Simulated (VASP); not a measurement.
# Ti in VASP: notebook

Runs on Ti. Level: PBEsol. Tasks: single point.

Program: VASP 6.6.1. These are calculated values, not measurements. Logs are shortened: lines on timing, memory, paths and dates and some standing lists are left out, and cuts for length are marked.

## 1. The cell of the first run

The structure is cubic, space group Im-3m (No. 229). The conventional cell has a = 3.184 Å, b = 3.184 Å, c = 3.184 Å, α = 90.00°, β = 90.00°, γ = 90.00°. Within 3.6 Å of Ti (site symmetry m-3m) lie 14 Ti at 2.76 to 3.18 Å.

## 2. Single point, PBEsol (strain -0.030 along x and y, -0.030 along z)

Input file INCAR:

```
ALGO = Normal
EDIFF = 1E-7
ENCUT = 520
GGA = PS
ISIF = 2
ISMEAR = 0
LASPH = T
LCHARG = F
LREAL = F
LWAVE = F
NBANDS = 12
NELM = 100
PREC = Accurate
SIGMA = 0.15
```

Input file KPOINTS:

```
k-points
0
Gamma
  20 20 20
```

Input file POSCAR:

```
Ti
1.0
   -1.5917700000      1.5917700000      1.5917700000
    1.5917700000     -1.5917700000      1.5917700000
    1.5917700000      1.5917700000     -1.5917700000
Ti
1
Direct
    0.0000000000      0.0000000000      0.0000000000
```

Potentials or basis: VASP PAW PBE potentials, release 64 (Ti_sv).

On the command line:

```
cat potpaw_PBE.64/Ti_sv/POTCAR > POTCAR
mpirun -np 1 vasp_std > vasp.out
```

OUTCAR:

```text
EDIFF = 1E-7
   ENCUT = 520
   GGA = PS
   ISIF = 2
   ISMEAR = 0
   LASPH = T
   LREAL = F
   NELM = 100
   PREC = Accurate

 ion  position               nearest neighbor table
   1  0.000  0.000  0.000-

  LATTYP: Found a body centered cubic cell.
 ALAT       =     3.1835400000

  Lattice vectors:

 A1 = (  -1.5917700000,   1.5917700000,   1.5917700000)
 A2 = (   1.5917700000,  -1.5917700000,   1.5917700000)
 A3 = (   1.5917700000,   1.5917700000,  -1.5917700000)

Analysis of symmetry for initial positions (statically):
=====================================================================
 Subroutine PRICEL returns:
 Original cell was already a primitive cell.

 Routine SETGRP: Setting up the symmetry group for a
 body centered cubic supercell.

 Subroutine GETGRP returns: Found 48 space group operations
 (whereof 48 operations were pure point group operations)
 out of a pool of 48 trial point group operations.

The static configuration has the point symmetry O_h .

Analysis of symmetry for dynamics (positions and initial velocities):
=====================================================================
 Subroutine PRICEL returns:
 Original cell was already a primitive cell.

 Routine SETGRP: Setting up the symmetry group for a
 body centered cubic supercell.

 Subroutine GETGRP returns: Found 48 space group operations
 (whereof 48 operations were pure point group operations)
 out of a pool of 48 trial point group operations.

The dynamic configuration has the point symmetry O_h .

 Subroutine INISYM returns: Found 48 space group operations
 (whereof 48 operations are pure point group operations),
 and found     1 'primitive' translations

----------------------------------------------------------------------------------------

                                     Primitive cell

  volume of cell :      16.1325

  direct lattice vectors                    reciprocal lattice vectors
    -1.591770000  1.591770000  1.591770000     0.000000000  0.314115733  0.314115733
     1.591770000 -1.591770000  1.591770000     0.314115733  0.000000000  0.314115733
     1.591770000  1.591770000 -1.591770000     0.314115733  0.314115733  0.000000000

  length of vectors
     2.757026514  2.757026514  2.757026514     0.444226729  0.444226729  0.444226729

  position of ions in fractional coordinates (direct lattice)
     0.000000000  0.000000000  0.000000000

  ion indices of the primitive-cell ions
   primitive index   ion index
                 1           1

----------------------------------------------------------------------------------------

 KPOINTS: k-points

Automatic generation of k-mesh.
 Grid dimensions read from file:
 generate k-points for:   20   20   20

 Generating k-lattice:

  Cartesian coordinates                     Fractional coordinates (reciprocal lattice)
     0.000000000  0.015705787  0.015705787     0.050000000  0.000000000  0.000000000
     0.015705787  0.000000000  0.015705787     0.000000000  0.050000000  0.000000000
     0.015705787  0.015705787  0.000000000     0.000000000  0.000000000  0.050000000

  Length of vectors
     0.022211336  0.022211336  0.022211336

  Shift w.r.t. Gamma in fractional coordinates (k-lattice)
     0.000000000  0.000000000  0.000000000

 Subroutine IBZKPT returns following result:
 ===========================================

 Found    256 irreducible k-points:

 Following reciprocal coordinates:
            Coordinates               Weight
  0.000000  0.000000  0.000000      1.000000
  0.050000  0.000000  0.000000     12.000000
  0.100000  0.000000  0.000000     12.000000
  0.150000  0.000000  0.000000     12.000000
  0.200000  0.000000  0.000000     12.000000
  0.250000  0.000000  0.000000     12.000000
[... 16 lines left out ...]
  0.200000  0.100000 -0.000000     48.000000
  0.250000  0.100000  0.000000     48.000000
 [... further k-points ...]
   k-points           NKPTS =    256   k-points in BZ     NKDIM =    256   number of bands    NBANDS=     12
   number of dos      NEDOS =    301   number of ions     NIONS =      1
   total plane-waves  NPLWV =  13824
   dimension x,y,z NGX =    24 NGY =   24 NGZ =   24
   dimension x,y,z NGXF=    48 NGYF=   48 NGZF=   48
   ions per type =               1
   NGX,Y,Z   is equivalent  to a cutoff of  14.47, 14.47, 14.47 a.u.
   NGXF,Y,Z  is equivalent  to a cutoff of  28.94, 28.94, 28.94 a.u.
 SYSTEM =  unknown system
   PREC   = accura    normal or accurate (medium, high low for compatibility)
   ISTART =      0    job   : 0-new  1-cont  2-samecut
   ICHARG =      2    charge: 1-file 2-atom 10-const
   ISPIN  =      1    spin polarized calculation?
   LNONCOLLINEAR =      F non collinear calculations
   LSORBIT =      F    spin-orbit coupling
   LASPH  =      T    aspherical Exc in radial PAW
   ENCUT  =  520.0 eV  38.22 Ry    6.18 a.u.   5.13  5.13  5.13*2*pi/ulx,y,z
   NELM   =    100;   NELMIN=  2; NELMDL= -5     # of ELM steps
   EDIFF  = 0.1E-06   stopping-criterion for ELM
   LREAL  =      F    real-space projection
   EDIFFG = 0.1E-05   stopping-criterion for IOM
   NSW    =      0    number of steps for IOM
   IBRION =     -1    ionic relax: 0-MD 1-quasi-New 2-CG
   NFREE  =      0    steps in history (QN), initial steepest desc. (CG)
   ISIF   =      2    stress and relaxation
   ISYM   =      2    0-nonsym 1-usesym 2-fastsym
   POTIM  = 0.5000    time-step for ionic-motion
   TEBEG  =    0.0;   TEEND  =   0.0 temperature during run
   PSTRESS=    0.0 pullay stress
   NELECT =      12.0000    total number of electrons
   NUPDOWN=      -1.0000    fix difference up-down
   EMIN   =  10.00;   EMAX   =-10.00  energy-range for DOS
   EFERMI =   0.00;   METHOD = LEGACY
   ISMEAR =     0;   SIGMA  =   0.15  broadening in eV -4-tet -1-fermi 0-gaus
   EFERMI_NEDOS =   21; number of points for ismear=-14 and -15
   IALGO  =     38    algorithm
   IMIX   =      4    mixing-type and parameters
     AMIX     =   0.40;   BMIX     =  1.00
     AMIX_MAG =   1.60;   BMIX_MAG =  1.00
  volume/ion in A,a.u.               =      16.13       108.87
  Fermi-wavevector in a.u.,A,eV,Ry     =   1.483320  2.803069 29.936070  2.200239
  Thomas-Fermi vector in A             =   2.596996
   LORBIT       =      0    0 simple, 1 ext, 2 COOP (PROOUT), +10 PAW based schemes
   GGA     = PS    functional components
   LHFCALC =     F    Hartree Fock is set to
   AEXX    =    0.0000 exact exchange contribution
   IVDW    =     0    specifies the selected vdW correction
   LEPSILON=     F    determine dielectric tensor
   LRPA    =     F    only Hartree local field effects (RPA)
 non-spin polarized calculation
 Gauss-broadening in eV      SIGMA  =   0.15
  energy-cutoff  :      520.00
  volume of cell :       16.13
 maximum number of plane-waves:       466
 NGX is ok and might be reduce to    24
   NGX = 11   NGY = 11   NGZ = 11

 number of electron      12.0000003 magnetization

 Free energy of the ion-electron system (eV)
  ---------------------------------------------------
  ext. energy  EPLUGINS =         0.00000000
  ---------------------------------------------------
  free energy    TOTEN  =        -8.24438694 eV

  energy without entropy =       -8.22099206  energy(sigma->0) =       -8.23268950

 E-fermi :   8.7405     XC(G=0): -11.9883

 val. band max:        8.7403865022   @ k =   0.3500   0.2000   0.1000
 cond. band min:       8.7443185946   @ k =  -0.4500  -0.4500   0.1000
 fundamental gap:      0.0039320924
 Fermi energy:         8.7404816929

 k-point     1 :       0.0000    0.0000    0.0000
  band No.  band energies     occupation
      1     -47.4123      2.00000
      2     -23.2646      2.00000
      3     -23.2646      2.00000
      4     -23.2646      2.00000
      5       2.6384      2.00000
      6       9.7909      0.00000
      7       9.7909      0.00000
      8       9.7909      0.00000
      9      11.7315      0.00000
     10      11.7315      0.00000
     11      26.6906      0.00000
     12      26.6906      0.00000

 k-point     2 :       0.0500    0.0000    0.0000
  band No.  band energies     occupation
      1     -47.4080      2.00000
      2     -23.2868      2.00000
      3     -23.2713      2.00000
      4     -23.2647      2.00000
      5       2.7308      2.00000
      6       9.7467      0.00000
      7       9.7795      0.00000
      8       9.8601      0.00000
      9      11.6775      0.00000
     10      11.7339      0.00000
     11      26.5910      0.00000
     12      26.6943      0.00000

 k-point     3 :       0.1000    0.0000    0.0000
  band No.  band energies     occupation
      1     -47.3954      2.00000
      2     -23.3510      2.00000
      3     -23.2907      2.00000
      4     -23.2652      2.00000
      5       3.0021      2.00000
      6       9.6208      0.00000
      7       9.7319      0.00000
      8      10.0645      0.00000
      9      11.5477      0.00000
     10      11.7425      0.00000
     11      26.2571      0.00000
     12      26.6470      0.00000
[... 286 lines left out ...]
 k-point    23 :       0.2000    0.1000   -0.0000
  band No.  band energies     occupation
      1     -47.3142      2.00000
      2     -23.7319      2.00000
      3     -23.4031      2.00000
      4     -23.2957      2.00000
      5       4.8518      2.00000
      6       8.9308      0.07280
      7       9.0510      0.00342
      8      11.2593      0.00000
      9      11.6233      0.00000
     10      11.9779      0.00000
     11      23.4587      0.00000
     12      24.6692      0.00000

 k-point    24 :       0.2500    0.1000    0.0000
  band No.  band energies     occupation
      1     -47.2876      2.00000
      2     -23.8480      2.00000
      3     -23.4508      2.00000
      4     -23.2981      2.00000
      5       5.4626      2.00000
      6       8.7032      1.27513
      7       8.9223      0.08655
      8      11.3602      0.00000
      9      12.0308      0.00000
     10      12.2261      0.00000
     11      22.1082      0.00000
     12      23.9748      0.00000

 [... further k-points ...]
[... 5 lines left out ...]
  --------------------------------------------------------------------------------------
  -------------------------------------------------------------------------------------
  Total        0.2677702      0.2677702      0.2677702     -0.0000000     -0.0000000      0.0000000
  in kB       26.5932776     26.5932776     26.5932776     -0.0000000     -0.0000000      0.0000000
  external PRESSURE =      26.5932776 kB  Pullay stress =       0.0000000 kB

 VOLUME and BASIS-vectors are now :
 -----------------------------------------------------------------------------
  energy-cutoff  :      520.00
  volume of cell :       16.13
      direct lattice vectors                 reciprocal lattice vectors
    -1.591770000  1.591770000  1.591770000     0.000000000  0.314115733  0.314115733
     1.591770000 -1.591770000  1.591770000     0.314115733  0.000000000  0.314115733
     1.591770000  1.591770000 -1.591770000     0.314115733  0.314115733  0.000000000

 POSITION                                       TOTAL-FORCE (eV/Angst)
 -----------------------------------------------------------------------------------
      0.00000      0.00000      0.00000        -0.000000     -0.000000     -0.000000
 -----------------------------------------------------------------------------------
    total drift:                               -0.000000      0.000000     -0.000000

  FREE ENERGIE OF THE ION-ELECTRON SYSTEM (eV)
  ---------------------------------------------------
  free  energy   TOTEN  =        -8.2443869423 eV

  energy  without entropy=       -8.2209920563  energy(sigma->0) =       -8.23268950
```

It took 30 s on 1 thread of Intel Xeon Platinum 8259CL at 2.50GHz (Skylake/Cascade Lake), shared host; peak memory 0.17 GiB.

What came out:

```yaml
Free_energy: -8.2444 eV
Pressure: 2.7 GPa
Band_gap_on_the_k_mesh: zero (band 6 reaches 9.79 eV, above the bottom of band 7 at 8.02 eV)
```

Levels at points of the mesh, in eV from the Fermi level:
```tsv
k point	band 2	band 3	band 4	band 5	band 6	band 7	band 8	band 9	band 10	band 11
(0.00, 0.00, 0.00)	-32.01	-32.01	-32.01	-6.10	1.05	1.05	1.05	2.99	2.99	17.95
(0.50, 0.00, 0.00)	-32.87	-32.27	-32.01	-2.64	-0.48	1.40	2.99	3.38	4.71	9.63
(0.50, 0.50, 0.50)	-32.59	-32.59	-32.59	-2.36	-2.36	4.31	4.31	4.31	8.98	8.98
```

Caveat: the cell differs from its parent crystal (strain -0.030 along x and y, -0.030 along z); the PAW data sets were made with another functional, which shifts forces and pressure a little.

(Continued in part 2 of 2.)
